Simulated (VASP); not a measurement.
Runs of VASP 6.6.1 on MoPb. The structure is that of space group Pm-3m (No. 221), or close to it. The cells are those of the table. 

| task | cell | k mesh | cutoff (eV) | gap on the mesh (eV) | pressure (GPa) | relaxed volume (Å³/atom) |
| --- | --- | --- | --- | --- | --- | --- |
| single point | a = 3.411 Å, 2 atoms | 16 × 16 × 16 | 520 | none | 0.1 | - |
| single point | a = 3.410 Å, 2 atoms | 6 × 6 × 6 | 520 | none | 0.1 | - |
| single point | a = 3.604 Å, 2 atoms | 6 × 6 × 6 | 520 | none | (a) | - |
| relaxation of cell and atoms | relaxed from a = 3.410 Å, 2 atoms | 16 × 16 × 16 | 600 | none | 0.0 | 19.86 |
| relaxation of cell and atoms | relaxed from a = 3.604 Å, 2 atoms | 6 × 6 × 6 | 600 | none | -0.1 | 19.88 |

Alike in all rows: level PBE; potentials or basis VASP PAW PBE potentials, release 64 (Mo_sv, Pb_d); no spin polarisation; smearing gaussian 0.1 eV.

**Question.** Fill in the values left out.

**Answer.** (a) -14.4.

Caveats: spin-orbit coupling is left out, which moves the levels of the heavy elements; the volume moved by over 15 % at a fixed basis, so the end points are rough (some runs).

A k mesh can miss the band edges, and the runs leave out spin-orbit coupling on Mo, Pb.

A gap of «none» marks levels without a gap at the run's occupations.
